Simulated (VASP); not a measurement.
# TiAl (P-6m2) in VASP: notebook

The runs below take TiAl through relaxation of cell and atoms, single point, with PBEsol+D3(BJ), PBEsol+D4, PBE.

All numbers are computed with VASP 6.6.1; they aren't measurements. Logs are shortened: lines on timing, memory, paths and dates and some standing lists are left out, and cuts for length are marked.

## 1. The cell of the first run

Symmetry: P-6m2, No. 187, hexagonal system. The conventional cell has a = 2.867 Å, b = 2.867 Å, c = 4.678 Å, α = 90.00°, β = 90.00°, γ = 120.00°. Ti (site symmetry -6m2) has 6 Al at 2.87 Å and 6 Ti at 2.87 Å within 3.8 Å. Within 3.8 Å of Al (site symmetry -6m2) lie 6 Ti at 2.87 Å and 6 Al at 2.87 Å.

## 2. Relaxation of cell and atoms, PBEsol+D3(BJ)

Input file INCAR:

```
PREC = Accurate ; ENCUT = 600
EDIFF = 1E-6 ; ISMEAR = -1
SIGMA = 0.05 ; LREAL = False
LASPH = True ; NELM = 100
ALGO = Normal ; ISIF = 3
LWAVE = False ; LCHARG = False
GGA = PS ; IVDW = 12
IBRION = 2 ; NSW = 60
EDIFFG = -0.01
```

Input file KPOINTS:

```
regular mesh
0
Gamma
  11 11 6
```

Input file POSCAR:

```
TiAl
1.0
    2.8672622327      0.0000000000      0.0000000000
   -1.4336311163      2.4831219328      0.0000000000
    0.0000000000      0.0000000000      4.6780830000
Ti Al
1 1
Direct
    0.0000000000      0.0000000000      0.0000000000
    0.3333333333      0.6666666667      0.5000000000
```

Potentials or basis: VASP PAW PBE potentials, release 64 (Ti_sv, Al).

Started as:

```bash
> cat potpaw_PBE.64/Ti_sv/POTCAR potpaw_PBE.64/Al/POTCAR > POTCAR
> mpirun -np 1 vasp_std > vasp.out
```

OUTCAR:

```text
PREC = Accurate
   ENCUT = 600
   EDIFF = 1E-6
   ISMEAR = -1
   LREAL = False
   LASPH = True
   NELM = 100
   ISIF = 3
   GGA = PS
   IVDW = 12
   IBRION = 2
   NSW = 60
   EDIFFG = -0.01
 IVDW          = 12

 ion  position               nearest neighbor table
   1  0.000  0.000  0.000-   2 2.87   2 2.87   2 2.87   2 2.87   2 2.87   2 2.87
   2  0.333  0.667  0.500-   1 2.87   1 2.87   1 2.87   1 2.87   1 2.87   1 2.87

  LATTYP: Found a hexagonal cell.
 ALAT       =     2.8672622327
 C/A-ratio  =     1.6315504549

  Lattice vectors:

 A1 = (   2.8672622327,   0.0000000000,   0.0000000000)
 A2 = (  -1.4336311163,   2.4831219328,   0.0000000000)
 A3 = (   0.0000000000,   0.0000000000,   4.6780830000)

Analysis of symmetry for initial positions (statically):
=====================================================================
 Subroutine PRICEL returns:
 Original cell was already a primitive cell.

 Routine SETGRP: Setting up the symmetry group for a
 hexagonal supercell.

 Subroutine GETGRP returns: Found 12 space group operations
 (whereof 12 operations were pure point group operations)
 out of a pool of 24 trial point group operations.

The static configuration has the point symmetry D_3h.

Analysis of symmetry for dynamics (positions and initial velocities):
=====================================================================
 Subroutine PRICEL returns:
 Original cell was already a primitive cell.

 Routine SETGRP: Setting up the symmetry group for a
 hexagonal supercell.

 Subroutine GETGRP returns: Found 12 space group operations
 (whereof 12 operations were pure point group operations)
 out of a pool of 24 trial point group operations.

The dynamic configuration has the point symmetry D_3h.

 Subroutine INISYM returns: Found 12 space group operations
 (whereof 12 operations are pure point group operations),
 and found     1 'primitive' translations

----------------------------------------------------------------------------------------

                                     Primitive cell

  volume of cell :      33.3068

  direct lattice vectors                    reciprocal lattice vectors
     2.867262233  0.000000000  0.000000000     0.348764751  0.201359423  0.000000000
    -1.433631116  2.483121933  0.000000000     0.000000000  0.402718846  0.000000000
     0.000000000  0.000000000  4.678083000     0.000000000  0.000000000  0.213762774

  length of vectors
     2.867262233  2.867262233  4.678083000     0.402718846  0.402718846  0.213762774

  position of ions in fractional coordinates (direct lattice)
     0.000000000  0.000000000  0.000000000
     0.333333333  0.666666667  0.500000000

  ion indices of the primitive-cell ions
   primitive index   ion index
                 1           1
                 2           2
[... 83 lines left out ...]
   NELECT =      15.0000    total number of electrons
   NUPDOWN=      -1.0000    fix difference up-down
   EMIN   =  10.00;   EMAX   =-10.00  energy-range for DOS
   EFERMI =   0.00;   METHOD = LEGACY
   ISMEAR =    -1;   SIGMA  =   0.05  broadening in eV -4-tet -1-fermi 0-gaus
   EFERMI_NEDOS =   21; number of points for ismear=-14 and -15
   IALGO  =     38    algorithm
   IMIX   =      4    mixing-type and parameters
     AMIX     =   0.40;   BMIX     =  1.00
     AMIX_MAG =   1.60;   BMIX_MAG =  1.00
  volume/ion in A,a.u.               =      16.65       112.38
  Fermi-wavevector in a.u.,A,eV,Ry     =   1.254857  2.371335 21.424622  1.574665
  Thomas-Fermi vector in A             =   2.388641
   LORBIT       =      0    0 simple, 1 ext, 2 COOP (PROOUT), +10 PAW based schemes
   GGA     = PS    functional components
   LHFCALC =     F    Hartree Fock is set to
   AEXX    =    0.0000 exact exchange contribution
   IVDW    =    12    specifies the selected vdW correction
   LEPSILON=     F    determine dielectric tensor
   LRPA    =     F    only Hartree local field effects (RPA)
 conjugate gradient relaxation of ions
 non-spin polarized calculation
  energy-cutoff  :      600.00
  volume of cell :       33.31
 maximum number of plane-waves:      1122
 NGX is ok and might be reduce to    24
   NGX = 11   NGY = 11   NGZ = 19

--------------------------------------- Ionic step        1  -------------------------------------------

 number of electron      14.9999999 magnetization

 Free energy of the ion-electron system (eV)
  ---------------------------------------------------
  ext. energy  EPLUGINS =         0.00000000
  ---------------------------------------------------
  free energy    TOTEN  =       -12.93160345 eV

  energy without entropy =      -12.90791569  energy(sigma->0) =      -12.91975957

------------------------ aborting loop because EDIFF is reached ----------------------------------------

 Edisp (eV)   -0.91368

 E8    (eV) :    -0.6296
[... 105 lines left out ...]
  FREE ENERGIE OF THE ION-ELECTRON SYSTEM (eV)
  ---------------------------------------------------
  free  energy   TOTEN  =       -13.8988680829 eV

  energy  without entropy=      -13.8766300916  energy(sigma->0) =      -13.88774909

[... ionic steps 4 to 8 ...]

--------------------------------------- Ionic step        9  -------------------------------------------

 number of electron      15.0000001 magnetization

------------------------ aborting loop because EDIFF is reached ----------------------------------------
[... 75 lines left out ...]
--------------------------------------- Ionic step       11  -------------------------------------------

 number of electron      15.0000001 magnetization

 Free energy of the ion-electron system (eV)
  ---------------------------------------------------
  ext. energy  EPLUGINS =         0.00000000
  ---------------------------------------------------
  free energy    TOTEN  =       -12.91897236 eV

  energy without entropy =      -12.89714692  energy(sigma->0) =      -12.90805964

 E-fermi :   8.4784     XC(G=0): -11.3311

 val. band max:        8.4781318721   @ k =   0.1818   0.0000   0.5000
 cond. band min:       8.4828230859   @ k =   0.3636   0.2727   0.3333
 fundamental gap:      0.0046912138
 Fermi energy:         8.4784231547

 k-point     1 :       0.0000    0.0000    0.0000
  band No.  band energies     occupation
      1     -47.6436      2.00000
      2     -24.0794      2.00000
      3     -23.5763      2.00000
      4     -23.5763      2.00000
      5      -0.7561      2.00000
      6       6.1106      2.00000
      7       6.6512      2.00000
      8       9.8514      0.00000
      9       9.8514      0.00000
     10      11.4892      0.00000
     11      11.4892      0.00000
[... 309 lines left out ...]
 k-point    24 :       0.1818    0.0909    0.1667
  band No.  band energies     occupation
      1     -47.5840      2.00000
      2     -24.0230      2.00000
      3     -23.9122      2.00000
      4     -23.6679      2.00000
      5       0.8685      2.00000
      6       6.0471      2.00000
      7       7.9033      1.99998
      8       8.7847      0.00437
      9      10.9037      0.00000
     10      11.0664      0.00000
     11      11.1762      0.00000

 [... further k-points ...]

------------------------ aborting loop because EDIFF is reached ----------------------------------------

 Edisp (eV)   -0.98008

 E8    (eV) :    -0.6753
[... 25 lines left out ...]
  FREE ENERGIE OF THE ION-ELECTRON SYSTEM (eV)
  ---------------------------------------------------
  free  energy   TOTEN  =       -13.8990563886 eV

  energy  without entropy=      -13.8772309525  energy(sigma->0) =      -13.88814367

 reached required accuracy - stopping structural energy minimisation
```

Run time: 2.2 min. Hardware: 1 thread of Intel Xeon Platinum 8375C at 2.90GHz (Ice Lake), shared host; peak memory 0.2 GiB.

What came out:

```
Free energy                            : -13.8991 eV
Relaxed volume                         : 15.54 Å³/atom
Relaxed cell                           : a = 2.803 Å, b = 2.803 Å, c = 4.569 Å, α = 90.00°, β = 90.00°, γ = 120.00°
Space group after relaxing (to 0.05 Å) : P-6m2 (No. 187)
Energy gained by relaxing              : 26.9 meV/atom
Ionic steps                            : 11
Pressure after relaxing                : 0.0 GPa
Dispersion energy per atom             : -0.490 eV
```

The path:
```csv
step,energy change (eV),largest force (eV/Å),pressure (GPa),volume (Å³)
1,0.0000,0.0000,-7.28,33.31
2,-0.0306,0.0000,5.65,29.79
3,-0.0536,0.0000,-0.02,31.11
4,-0.0536,0.0000,-0.20,31.15
5,-0.0537,0.0000,-0.22,31.13
6,-0.0537,0.0000,-0.19,31.12
7,-0.0537,0.0000,-0.16,31.12
8,-0.0537,0.0000,-0.16,31.13
9,-0.0537,0.0000,-0.18,31.13
10,-0.0538,0.0000,0.12,31.05
11,-0.0538,0.0000,0.02,31.08
```

Final structure:
```xyz
2
Lattice="2.8026 0.0000 0.0000 -1.4013 2.4271 0.0000 0.0000 0.0000 4.5688" Properties=species:S:1:pos:R:3 pbc="T T T"
Ti    0.0000    0.0000    0.0000
Al    0.0000    1.6181    2.2844
```

Levels at points of the mesh, in eV from the Fermi level:
```csv
k point,band 3,band 4,band 5,band 6,band 7,band 8,band 9,band 10,band 11
"(0.00, 0.00, 0.00)",-32.05,-32.05,-9.23,-2.37,-1.83,1.37,1.37,3.01,3.01
"(0.00, 0.00, 0.50)",-32.05,-32.05,-8.26,-5.42,-0.47,1.39,1.39,2.93,2.93
```

Caveat: the PAW data sets were made with another functional, which shifts forces and pressure a little; pairwise dispersion overbinds metals, which lowers pressure and volume.

(Part 1 of 2 ends here.)
